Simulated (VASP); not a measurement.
# Rb32Cl31 (a cell with a defect) in VASP: single point with PBEsol

Aim: the single point of Rb32Cl31 (a cell with a defect) with PBEsol.

Everything below comes from runs of VASP 6.6.1. Logs are shortened: lines on timing, memory, paths and dates and some standing lists are left out, and cuts for length are marked.

**1. The cell of the first run**

The cell holds a defect, 63 atoms: a = 13.093 Å, b = 13.093 Å, c = 13.093 Å, α = 90.00°, β = 90.00°, γ = 90.00°.

**2. Single point, PBEsol**

INCAR

```
PREC     = Accurate       # precision mode
ENCUT    = 400            # plane-wave cutoff, eV
EDIFF    = 1E-6           # SCF threshold, eV
ISMEAR   = -1             # smearing method
SIGMA    = 0.05           # smearing width, eV
LREAL    = Auto         
LASPH    = True           # aspherical terms in the spheres
NELM     = 120            # most SCF steps
ALGO     = Normal         # electronic algorithm
ISIF     = 2              # what is computed and relaxed
LWAVE    = False          # write WAVECAR
LCHARG   = True           # write CHGCAR
GGA      = PS             # functional
LELF     = True           # ELF
LVHAR    = True         
NBANDS   = 290            # bands
NELECT   = 504.0        
ISYM     = -1           
GGA_COMPAT= False
```

KPOINTS

```
explicit points
1
Reciprocal
  0.25000000   0.25000000   0.25000000 1
```

POSCAR

```
Rb32Cl31
1.0
   13.0932160000      0.0000000000      0.0000000000
    0.0000000000     13.0932160000      0.0000000000
    0.0000000000      0.0000000000     13.0932160000
Cl Rb
31 32
Direct
    0.2499500000      0.9997720000      0.0000320000
    0.2499340000      0.9996630000      0.5003740000
    0.2498070000      0.4996130000      0.0002010000
    0.7498910000      0.9999060000      0.9999430000
    0.7495340000      0.0001700000      0.5004150000
    0.7501190000      0.5000510000      0.0004360000
    0.7497740000      0.5005230000      0.4998240000
    0.0008210000      0.2506870000      0.0002650000
    0.0046680000      0.2538680000      0.5002090000
    0.0009530000      0.7484220000      0.0002920000
    0.0038190000      0.7456070000      0.4997680000
    0.4994670000      0.2506910000      0.9998910000
    0.4959550000      0.2540520000      0.4999770000
    0.4988320000      0.7495860000      0.0000930000
    0.4957010000      0.7450650000      0.5000170000
    0.0001930000      0.9999060000      0.2505320000
    0.0004180000      0.9996530000      0.7489130000
    0.0047260000      0.5000710000      0.2550090000
    0.0032950000      0.4997610000      0.7461970000
    0.4982220000      0.0005400000      0.2515670000
    0.4981750000      0.0001720000      0.7491770000
    0.4955230000      0.5004430000      0.2537690000
    0.4951170000      0.5001630000      0.7461110000
    0.2498390000      0.2539660000      0.2543830000
    0.2493350000      0.2539580000      0.7459670000
    0.2494290000      0.7457590000      0.2541110000
    0.2495610000      0.7452810000      0.7453840000
    0.7500630000      0.2508690000      0.2515020000
    0.7498060000      0.2511190000      0.7490440000
    0.7494990000      0.7489850000      0.2508430000
    0.7499390000      0.7488620000      0.7492580000
    0.9995230000      0.0003110000      0.0003660000
    0.9978720000      0.0002410000      0.4996500000
    0.9977170000      0.5000070000      0.9998700000
    0.9848540000      0.4999680000      0.5002660000
    0.5005090000      0.9995430000      0.9997920000
    0.5019900000      0.0004180000      0.5000390000
    0.5021170000      0.5004680000      0.0000490000
    0.5146800000      0.4996930000      0.5013150000
    0.2505100000      0.2478990000      0.9999660000
    0.2498030000      0.2347770000      0.5001400000
    0.2498180000      0.7519980000      0.0006110000
    0.2495950000      0.7647460000      0.4997620000
    0.7494570000      0.2497340000      0.0002590000
    0.7496870000      0.2481190000      0.4994200000
    0.7499450000      0.7510220000      0.9997410000
    0.7496650000      0.7522160000      0.5001710000
    0.2503690000      0.9996950000      0.2477150000
    0.2495970000      0.9998990000      0.7521370000
    0.2497020000      0.5001360000      0.2352860000
    0.2492380000      0.4998570000      0.7652600000
    0.7502050000      0.0004020000      0.2490300000
    0.7504820000      0.0006190000      0.7504910000
    0.7498670000      0.5005040000      0.2480660000
    0.7506730000      0.5002110000      0.7522990000
    0.9989610000      0.2488440000      0.2483000000
    0.9984070000      0.2484800000      0.7514410000
    0.9982930000      0.7511310000      0.2486370000
    0.9983360000      0.7516090000      0.7514230000
    0.5011670000      0.2486590000      0.2488780000
    0.5014920000      0.2481760000      0.7516700000
    0.5017830000      0.7509900000      0.2492180000
    0.5009180000      0.7515210000      0.7511550000
```

Potentials or basis: VASP PAW PBE potentials, release 64 (Cl, Rb_sv).

Started as:

```bash
$ cat potpaw_PBE.64/Cl/POTCAR potpaw_PBE.64/Rb_sv/POTCAR > POTCAR
$ mpirun -np 1 vasp_std > vasp.out
```

OUTCAR:

```text
PREC = Accurate
   ENCUT = 400
   EDIFF = 1E-6
   ISMEAR = -1
   LREAL = Auto
   LASPH = True
   NELM = 120
   ISIF = 2
   GGA = PS
   NELECT = 504.0
   ISYM = -1

 ion  position               nearest neighbor table
   1  0.250  1.000  0.000-  48 3.24  42 3.24  49 3.25  40 3.25  32 3.28  36 3.28
   2  0.250  1.000  0.500-  43 3.08  41 3.08  49 3.30  37 3.30  33 3.30  48 3.31
   3  0.250  0.500  0.000-  51 3.08  50 3.08  40 3.30  34 3.30  38 3.30  42 3.30
   4  0.750  1.000  1.000-  46 3.26  52 3.26  36 3.27  53 3.27  32 3.27  44 3.27
   5  0.750  0.000  0.500-  37 3.24  45 3.25  47 3.25  33 3.25  53 3.27  52 3.29
   6  0.750  0.500  0.000-  34 3.24  54 3.24  38 3.25  55 3.25  44 3.28  46 3.29
[... 23 lines left out ...]
  30  0.749  0.749  0.251-  62 3.24  54 3.25  58 3.26  47 3.26  46 3.29  52 3.29
[... 42 lines left out ...]
                            58 4.60  62 4.61  32 4.61  44 4.61  45 4.61  33 4.61  46 4.62  36 4.62
  53  0.750  0.001  0.750-   4 3.27  17 3.27   5 3.27  29 3.28  31 3.30  21 3.30  57 4.59  61 4.60
                            59 4.60  33 4.61  45 4.62  63 4.62  47 4.62  46 4.62  44 4.62  32 4.62
  54  0.750  0.501  0.248-   6 3.24  30 3.25  28 3.27   7 3.30  22 3.33  18 3.34  35 4.51  39 4.53
                            38 4.59  34 4.59  62 4.62  44 4.62  46 4.62  58 4.62  60 4.63  56 4.64
  55  0.751  0.500  0.752-   6 3.25  31 3.26  29 3.26   7 3.31  19 3.31  23 3.35  35 4.50  39 4.51
                            34 4.58  38 4.59  46 4.61  44 4.61  59 4.62  57 4.62  63 4.64  61 4.64
  56  0.999  0.249  0.248-   8 3.25  28 3.26  16 3.26  24 3.29  18 3.29   9 3.30  32 4.60  52 4.60
                            44 4.61  34 4.63  40 4.63  33 4.63  45 4.63  48 4.63  54 4.64  50 4.65
  57  0.998  0.248  0.751-  29 3.26   8 3.26  17 3.26  25 3.29   9 3.29  19 3.29  53 4.59  32 4.60
                            44 4.61  55 4.62  49 4.63  34 4.63  33 4.63  40 4.64  45 4.64  51 4.65
  58  0.998  0.751  0.249-  10 3.25  16 3.26  30 3.26  18 3.29  11 3.29  26 3.29  46 4.60  52 4.60
                            32 4.61  54 4.62  42 4.63  34 4.63  33 4.63  47 4.63  48 4.64  50 4.65
  59  0.998  0.752  0.751-  17 3.25  31 3.25  10 3.26  27 3.29  11 3.30  19 3.30  46 4.60  53 4.60
                            32 4.61  55 4.62  49 4.63  47 4.63  34 4.63  33 4.63  42 4.64  51 4.66
  60  0.501  0.249  0.249-  20 3.25  28 3.26  12 3.26  13 3.29  24 3.29  22 3.30  44 4.60  52 4.60
                            36 4.61  45 4.62  37 4.62  40 4.63  48 4.63  54 4.63  38 4.64  41 4.66
  61  0.501  0.248  0.752-  21 3.25  12 3.25  29 3.25  13 3.30  23 3.30  25 3.30  53 4.60  44 4.60
                            36 4.60  40 4.62  37 4.62  49 4.63  45 4.63  38 4.64  55 4.64  39 4.65
  62  0.502  0.751  0.249-  30 3.24  14 3.26  20 3.27  22 3.28  15 3.29  26 3.31  46 4.61  52 4.61
                            36 4.61  54 4.62  47 4.62  38 4.63  48 4.63  37 4.63  42 4.63  43 4.66
  63  0.501  0.752  0.751-  21 3.26  14 3.26  31 3.26  15 3.29  23 3.29  27 3.29  36 4.60  46 4.61
                            53 4.62  49 4.63  47 4.63  38 4.63  37 4.63  42 4.63  55 4.64  39 4.65

IMPORTANT INFORMATION: All symmetrisations will be switched off!
NOSYMM: (Re-)initialisation of all symmetry stuff for point group C_1.

----------------------------------------------------------------------------------------

                                     Primitive cell

  volume of cell :    2244.6002

  direct lattice vectors                    reciprocal lattice vectors
    13.093216000  0.000000000  0.000000000     0.076375430  0.000000000  0.000000000
     0.000000000 13.093216000  0.000000000     0.000000000  0.076375430  0.000000000
     0.000000000  0.000000000 13.093216000     0.000000000  0.000000000  0.076375430

  length of vectors
    13.093216000 13.093216000 13.093216000     0.076375430  0.076375430  0.076375430

  position of ions in fractional coordinates (direct lattice)
     0.249950000  0.999772000  0.000032000
     0.249934000  0.999663000  0.500374000
     0.249807000  0.499613000  0.000201000
     0.749891000  0.999906000  0.999943000
     0.749534000  0.000170000  0.500415000
     0.750119000  0.500051000  0.000436000
[... 55 lines left out ...]
     0.501783000  0.750990000  0.249218000
     0.500918000  0.751521000  0.751155000

  ion indices of the primitive-cell ions
   primitive index   ion index
                 1           1
                 2           2
                 3           3
                 4           4
                 5           5
                 6           6
[... 55 lines left out ...]
                62          62
                63          63

----------------------------------------------------------------------------------------

 KPOINTS: explicit points

Read explicit list of k-points.

 Found      1 k-points:

 Following reciprocal coordinates:
            Coordinates               Weight
  0.250000  0.250000  0.250000      1.000000
   k-points           NKPTS =      1   k-points in BZ     NKDIM =      1   number of bands    NBANDS=    290
   number of dos      NEDOS =    301   number of ions     NIONS =     63
   total plane-waves  NPLWV = 729000
   dimension x,y,z NGX =    90 NGY =   90 NGZ =   90
   dimension x,y,z NGXF=   180 NGYF=  180 NGZF=  180
   ions per type =              31  32
   NGX,Y,Z   is equivalent  to a cutoff of  11.43, 11.43, 11.43 a.u.
   NGXF,Y,Z  is equivalent  to a cutoff of  22.85, 22.85, 22.85 a.u.
 SYSTEM =  unknown system
   PREC   = accura    normal or accurate (medium, high low for compatibility)
   ISTART =      0    job   : 0-new  1-cont  2-samecut
   ICHARG =      2    charge: 1-file 2-atom 10-const
   ISPIN  =      1    spin polarized calculation?
   LNONCOLLINEAR =      F non collinear calculations
   LSORBIT =      F    spin-orbit coupling
   LASPH  =      T    aspherical Exc in radial PAW
   ENCUT  =  400.0 eV  29.40 Ry    5.42 a.u.  21.35 21.35 21.35*2*pi/ulx,y,z
   NELM   =    120;   NELMIN=  2; NELMDL= -5     # of ELM steps
   EDIFF  = 0.1E-05   stopping-criterion for ELM
   LREAL  =      T    real-space projection
   EDIFFG = 0.1E-04   stopping-criterion for IOM
   NSW    =      0    number of steps for IOM
   IBRION =     -1    ionic relax: 0-MD 1-quasi-New 2-CG
   NFREE  =      0    steps in history (QN), initial steepest desc. (CG)
   ISIF   =      2    stress and relaxation
   ISYM   =     -1    0-nonsym 1-usesym 2-fastsym
   POTIM  = 0.5000    time-step for ionic-motion
   TEBEG  =    0.0;   TEEND  =   0.0 temperature during run
   PSTRESS=    0.0 pullay stress
   NELECT =     504.0000    total number of electrons
   NUPDOWN=      -1.0000    fix difference up-down
   EMIN   =  10.00;   EMAX   =-10.00  energy-range for DOS
   EFERMI =   0.00;   METHOD = LEGACY
   ISMEAR =    -1;   SIGMA  =   0.05  broadening in eV -4-tet -1-fermi 0-gaus
   EFERMI_NEDOS =   21; number of points for ismear=-14 and -15
   IALGO  =     38    algorithm
   IMIX   =      4    mixing-type and parameters
     AMIX     =   0.40;   BMIX     =  1.00
     AMIX_MAG =   1.60;   BMIX_MAG =  1.00
  volume/ion in A,a.u.               =      35.63       240.43
  Fermi-wavevector in a.u.,A,eV,Ry     =   0.995036  1.880345 13.471075  0.990096
  Thomas-Fermi vector in A             =   2.127028
   LORBIT       =      0    0 simple, 1 ext, 2 COOP (PROOUT), +10 PAW based schemes
   GGA     = PS    functional components
   LHFCALC =     F    Hartree Fock is set to
   AEXX    =    0.0000 exact exchange contribution
   IVDW    =     0    specifies the selected vdW correction
   LEPSILON=     F    determine dielectric tensor
   LRPA    =     F    only Hartree local field effects (RPA)
 non-spin polarized calculation
  energy-cutoff  :      400.00
  volume of cell :     2244.60
 maximum number of plane-waves:     40759
 NGX is ok and might be reduce to    90
   NGX = 43   NGY = 43   NGZ = 43

 number of electron     504.0000017 magnetization

 Free energy of the ion-electron system (eV)
  ---------------------------------------------------
  ext. energy  EPLUGINS =         0.00000000
  ---------------------------------------------------
  free energy    TOTEN  =      -216.73011925 eV

  energy without entropy =     -216.73011925  energy(sigma->0) =     -216.73011925

 E-fermi :  -0.5933     XC(G=0):  -7.4912

 val. band max:       -1.9348559388   @ k =   0.2500   0.2500   0.2500
 cond. band min:       2.8340597876   @ k =   0.2500   0.2500   0.2500
 fundamental gap:      4.7689157263
 Fermi energy:        -0.5933252170

 k-point     1 :       0.2500    0.2500    0.2500
  band No.  band energies     occupation
      1     -26.0143      2.00000
      2     -26.0126      2.00000
      3     -26.0112      2.00000
      4     -26.0109      2.00000
      5     -26.0087      2.00000
      6     -26.0057      2.00000
[... 256 lines left out ...]
    263       4.6179      0.00000
    264       4.7560      0.00000
 [bands above 264 left out]

------------------------ aborting loop because EDIFF is reached ----------------------------------------

  FORCE on cell =-STRESS in cart. coord.  units (eV):
  Direction    XX          YY          ZZ          XY          YZ          ZX
  --------------------------------------------------------------------------------------
  -------------------------------------------------------------------------------------
  Total       -3.2537585     -3.2621526     -3.2650033     -0.0130165     -0.0174572     -0.0264729
  in kB       -2.3225063     -2.3284980     -2.3305327     -0.0092910     -0.0124608     -0.0188962
  external PRESSURE =      -2.3271790 kB  Pullay stress =       0.0000000 kB

 VOLUME and BASIS-vectors are now :
 -----------------------------------------------------------------------------
  energy-cutoff  :      400.00
  volume of cell :     2244.60
      direct lattice vectors                 reciprocal lattice vectors
    13.093216000  0.000000000  0.000000000     0.076375430  0.000000000  0.000000000
     0.000000000 13.093216000  0.000000000     0.000000000  0.076375430  0.000000000
     0.000000000  0.000000000 13.093216000     0.000000000  0.000000000  0.076375430

 POSITION                                       TOTAL-FORCE (eV/Angst)
 -----------------------------------------------------------------------------------
      3.27265     13.09023      0.00042        -0.000661      0.003088     -0.001111
      3.27244     13.08880      6.55150        -0.002035      0.004354     -0.007163
      3.27078      6.54154      0.00263         0.001839      0.004367      0.001391
      9.81848     13.09199     13.09247         0.001934      0.007996     -0.001981
      9.81381      0.00223      6.55204         0.008384      0.000364     -0.010557
      9.82147      6.54728      0.00571        -0.004214      0.003663     -0.005376
[... 55 lines left out ...]
      6.56995      9.83287      3.26307        -0.025727      0.003265      0.001362
      6.55863      9.83983      9.83503        -0.007290     -0.010563     -0.005740
 -----------------------------------------------------------------------------------
    total drift:                               -0.000750     -0.001412      0.000837

  FREE ENERGIE OF THE ION-ELECTRON SYSTEM (eV)
  ---------------------------------------------------
  free  energy   TOTEN  =      -216.7301192545 eV

  energy  without entropy=     -216.7301192545  energy(sigma->0) =     -216.73011925
```

It took 19 min on 1 thread of Intel Xeon Platinum 8488C (Sapphire Rapids), shared host; peak memory 1.4 GiB.

Results:

| Quantity | Value |
| --- | --- |
| Free energy | -216.7301 eV |
| Largest force | 0.033 eV/Å |

Forces in eV/Å, atoms in the order of the input:
```
Cl  -0.001  0.003 -0.001
Cl  -0.002  0.004 -0.007
Cl   0.002  0.004  0.001
Cl   0.002  0.008 -0.002
Cl   0.008  0.000 -0.011
Cl  -0.004  0.004 -0.005
Cl   0.000 -0.007  0.006
Cl   0.003  0.007 -0.007
Cl  -0.011  0.009 -0.004
Cl  -0.002  0.013 -0.006
Cl   0.002  0.003  0.006
Cl  -0.008  0.006  0.007
Cl  -0.008  0.004  0.005
Cl   0.001 -0.010  0.001
Cl  -0.007  0.011  0.003
Cl   0.017  0.002  0.008
Cl   0.008  0.007  0.002
Cl  -0.012 -0.003 -0.009
Cl   0.013  0.004 -0.006
Cl   0.019 -0.013 -0.012
Cl   0.015 -0.005 -0.003
Cl   0.002 -0.011  0.021
Cl   0.006 -0.006  0.005
Cl   0.004  0.005 -0.001
Cl   0.010  0.005 -0.003
Cl   0.010  0.000  0.004
Cl   0.000  0.004  0.007
Cl  -0.001  0.009 -0.013
Cl   0.002  0.003 -0.002
Cl   0.010  0.009  0.002
Cl  -0.005  0.009 -0.004
Rb  -0.012 -0.011 -0.009
Rb  -0.005 -0.007  0.002
Rb   0.002 -0.007  0.011
Rb   0.019 -0.004  0.002
Rb   0.008  0.009  0.009
Rb  -0.003 -0.012  0.005
Rb  -0.002 -0.006 -0.001
Rb  -0.018  0.000 -0.028
Rb  -0.008 -0.004  0.003
Rb   0.009  0.018  0.000
Rb   0.001 -0.003 -0.011
Rb   0.004 -0.021  0.001
Rb   0.011 -0.014  0.000
Rb   0.008  0.000  0.015
Rb  -0.001  0.000  0.005
Rb   0.002  0.003 -0.002
Rb  -0.018  0.003  0.007
Rb  -0.003 -0.004  0.001
Rb   0.009 -0.005  0.018
Rb   0.004 -0.002 -0.022
Rb  -0.016 -0.008  0.002
Rb  -0.019 -0.011  0.011
Rb   0.001 -0.010  0.001
Rb  -0.020 -0.004  0.000
Rb   0.004  0.007  0.020
Rb   0.008  0.007 -0.007
Rb   0.008 -0.007  0.011
Rb   0.013 -0.017 -0.011
Rb  -0.009  0.018  0.004
Rb  -0.019  0.021 -0.015
Rb  -0.026  0.003  0.001
Rb  -0.007 -0.011 -0.006
```

Levels at points of the mesh, in eV from the Fermi level:
| k point | band 249 | band 250 | band 251 | band 252 | band 253 | band 254 | band 255 | band 256 |
| --- | --- | --- | --- | --- | --- | --- | --- | --- |
| (0.25, 0.25, 0.25) | -1.39 | -1.38 | -1.34 | -1.34 | 3.43 | 4.16 | 4.60 | 4.60 |

Caveat: the cell carries a net charge on a neutralising background, which shifts energy and pressure; the cell is charged against a uniform background, so pressure and absolute levels hang on convention; the PAW data sets were made with another functional, which shifts forces and pressure a little.
